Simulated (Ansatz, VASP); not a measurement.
## Two plane-wave programs on Te

```
Te
1.0
     4.45800    0.00000    0.00000
    -2.22900    3.86074    0.00000
     0.00000    0.00000    5.92500
Te
3
Direct
  0.72535 0.00000 0.33333
  0.00000 0.72535 0.66667
  0.27465 0.27465 0.00000
```

Alike in both runs: task electric field gradients; functional r2SCAN; k mesh 8 × 8 × 5; occupations fermi-dirac, width 0.05 eV; no spin polarisation.

```csv
,VASP,Ansatz
version,VASP 6.6.1,Ansatz 0.2.0
potentials or method,"VASP PAW PBE potentials, release 64 (Te)","plane-wave PAW, scalar-relativistic"
plane-wave cutoff (eV),520,500
valence electrons in the cell,18,48
```

```tsv
	VASP	Ansatz	Ansatz less VASP
pressure (GPa)	0.2	0.2	-0.01
rms of the force components (eV/Å)	0.119	0.132	+0.0138
size of Vzz on the site where it differs most (V/Å²)	548.4	568.2	+19.74
```

VASP's potentials were made for PBE, not for r2SCAN. Atom by atom the forces differ by 0.014 eV/Å (rms over components). VASP's potentials hold 18 valence electrons a cell and Ansatz's 48, so a difference there can come from the potentials and not from the codes.

Spin-orbit coupling is off throughout.
